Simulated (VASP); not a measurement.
Here is a VASP 6.6.1 calculation.

Contents of INCAR:

```
PREC = Accurate ; ENCUT = 600
EDIFF = 1E-6 ; ISMEAR = 0
SIGMA = 0.02 ; LREAL = F
LASPH = T ; NELM = 60
ALGO = Normal ; ISIF = 3
LWAVE = F ; LCHARG = F
GGA = PE ; IVDW = 12
IBRION = 2 ; NSW = 100
EDIFFG = -0.005
```

KPOINTS

```
Automatic mesh
0
Gamma
  12 12 6
```

The input POSCAR:

```
SnS2
1.0
    3.6697414822      0.0000000000      0.0000000000
   -1.8348707411      3.1780893489      0.0000000000
    0.0000000000      0.0000000000      5.7999210002
Sn S
1 2
Direct
    0.0000000000      0.0000000000      0.0000000000
    0.6666666667      0.3333333333      0.2548559195
    0.3333333333      0.6666666667      0.7451440805
```

Potentials or basis: VASP PAW PBE potentials, release 64 (Sn_d, S).

Run with:

```bash
$ cat potpaw_PBE.64/Sn_d/POTCAR potpaw_PBE.64/S/POTCAR > POTCAR
$ mpirun -np 1 vasp_std > vasp.out
```

(1) Predict the band gap on the k mesh.

(2) Predict the relaxed cell.

(3) What does it give for the space group after relaxing (to 0.05 Å)?

(4) Predict the dispersion energy per atom.

## Answers

(1) 1.26 eV, indirect (least direct gap 1.73 eV).

(2) a = 3.668 Å, b = 3.668 Å, c = 5.799 Å, α = 90.00°, β = 90.00°, γ = 120.00°.

(3) P-3m1 (No. 164).

(4) -0.329 eV.

Caveat: spin-orbit coupling is left out, which moves the levels of the heavy elements.
